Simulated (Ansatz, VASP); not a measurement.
## Al in VASP and in Ansatz

Contents of INCAR:

```
SYSTEM = Al
PREC = Accurate
ENCUT = 520
EDIFF = 1E-6
ISMEAR = 0
SIGMA = 0.15
LREAL = .FALSE.
LASPH = .TRUE.
NELM = 80
ALGO = Normal
ISIF = 2
LWAVE = .FALSE.
LCHARG = .FALSE.
NBANDS = 8
```

The input KPOINTS:

```
regular mesh
0
G
  22 22 22
  0 0 0
```

Contents of POSCAR:

```
Al
1.0
   -1.5413774606      1.5413774606      1.6609883516
    1.5413774606     -1.5413774606      1.6609883516
    1.5413774606      1.5413774606     -1.6609883516
Al
1
Direct
    0.0000000000      0.0000000000      0.0000000000
```

Input for Ansatz:

```yaml
crystal:
  lattice:
    - [-1.5413774606, 1.5413774606, 1.6609883516]
    - [1.5413774606, -1.5413774606, 1.6609883516]
    - [1.5413774606, 1.5413774606, -1.6609883516]
  atoms:
    - { symbol: Al, position: [0.0, 0.0, 0.0] }
basis:
  ecutwfc: 420
kpoints:
  mp_grid: { grid: [22, 22, 22] }
hamiltonian:
  xc: lda
scf:
  occupations: { method: gaussian, width: 0.15 }
output:
  forces: true
  stress: true
  eigenvalues: true
  write_density: true
  write_potential: true
  elf: true
  volumetric_format: npy
```

Alike in both runs: task single point; functional LDA; k mesh 22 × 22 × 22; occupations gaussian, width 0.15 eV; no spin polarisation.

|  | VASP | Ansatz |
| --- | --- | --- |
| version | VASP 6.6.1 | Ansatz 0.2.0 |
| potentials or method | VASP PAW LDA potentials, release 64 (Al), cutoff 520 eV | scalar-relativistic, plane waves, PAW |
| valence electrons in the cell | 3 | 3 |

```csv
,VASP,Ansatz,Ansatz less VASP
gap on the k mesh at the Fermi level (eV),none,none,-
pressure (GPa),2.1,2.0,-0.08
"traceless stress, the component that is largest in VASP (GPa)",2.33,2.32,-0.014
```

LDA's correlation is that of Perdew and Zunger in VASP and of Perdew and Wang (1992) in Ansatz. A gap of «none» marks a metal or a gap that the smearing closes.
